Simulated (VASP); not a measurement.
Wanted: the native input for a VASP 6.6.1 run.

```yaml
Task: single point
Functional: r2SCAN
Potentials_or_basis: VASP PAW PBE potentials, release 64 (Cu, O)
Cutoff: 520 eV
k_mesh: 9 × 5 × 5
Occupations: fermi-dirac, width 0.05 eV
Spin: no spin polarisation
Hubbard_terms: Cu d U = 5.3 eV
Dipole_correction: no
Further_INCAR_settings: ALGO = Normal; EDIFF = 1e-06; NBANDS = 44
```

CuO:

```
Cu O
1.0
    -2.34185    1.71130    0.00000
     0.85003    0.00000   -5.05787
    -2.34185   -5.13390    0.00000
Cu O
4 4
Direct
  0.24800 0.00060 0.24330
  0.74800 0.00060 0.74330
  0.99800 0.50060 0.49330
  0.49800 0.50060 0.99330
  0.70720 0.75060 0.28410
  0.20720 0.75060 0.78410
  0.78880 0.25060 0.20250
  0.30482 0.24579 0.75612
```

One way to write it, as run:

POSCAR

```
CuO
1.0
   -2.3418500000      1.7113000000      0.0000000000
    0.8500300000      0.0000000000     -5.0578700000
   -2.3418500000     -5.1339000000      0.0000000000
Cu O
4 4
Direct
    0.2479969100      0.0006014900      0.2432966400
    0.7479969100      0.0006014900      0.7432966400
    0.9979969100      0.5006014900      0.4932966400
    0.4979969100      0.5006014900      0.9932966400
    0.7071969100      0.7506014900      0.2840966400
    0.2071969100      0.7506014900      0.7840966400
    0.7887969100      0.2506014900      0.2024966400
    0.3048216600      0.2457895500      0.7561235500
```

INCAR.step1

```
PREC = Accurate
ENCUT = 520
ISMEAR = -1
SIGMA = 0.05
LREAL = F
LASPH = T
NELM = 150
LMAXMIX = 4
LDAU = T
LDAUTYPE = 2
LDAUL = 2 -1
LDAUU = 5.3 0
LDAUJ = 0 0
NBANDS = 44
GGA = PE
ALGO = Normal
EDIFF = 1E-4
LWAVE = T
LCHARG = F
```

INCAR.step2

```
PREC = Accurate
ENCUT = 520
EDIFF = 1E-6
ISMEAR = -1
SIGMA = 0.05
LREAL = F
LASPH = T
NELM = 150
ALGO = Normal
ISIF = 2
LWAVE = F
LCHARG = T
LMAXMIX = 4
LDAU = T
LDAUTYPE = 2
LDAUL = 2 -1
LDAUU = 5.3 0
LDAUJ = 0 0
LDAUPRINT = 1
METAGGA = R2SCAN
LMIXTAU = T
LELF = T
LVHAR = T
NBANDS = 44
ISTART = 1
```

KPOINTS

```
regular mesh
0
Gamma
  9 5 5
```

Potentials or basis: VASP PAW PBE potentials, release 64 (Cu, O).

Run with:

```console
$ cat potpaw_PBE.64/Cu/POTCAR potpaw_PBE.64/O/POTCAR > POTCAR
$ cp INCAR.step1 INCAR
$ mpirun -np 1 vasp_std > vasp.out
$ cp INCAR.step2 INCAR
$ mpirun -np 1 vasp_std > vasp.out
```

It gave:

The pressure is -1.3 GPa. The largest force is 2.474 eV/Å. The band gap on the k mesh is zero (bands 34 and 35 overlap by 0.66 eV).

Caveat: the PAW data sets were made with another functional, which shifts forces and pressure a little; U without spin polarisation on a metal has little footing.

Run time: 42 min on 1 thread of Oxide Virtual Turin-like Processor, with other jobs on the host, peak memory 0.37 GiB.
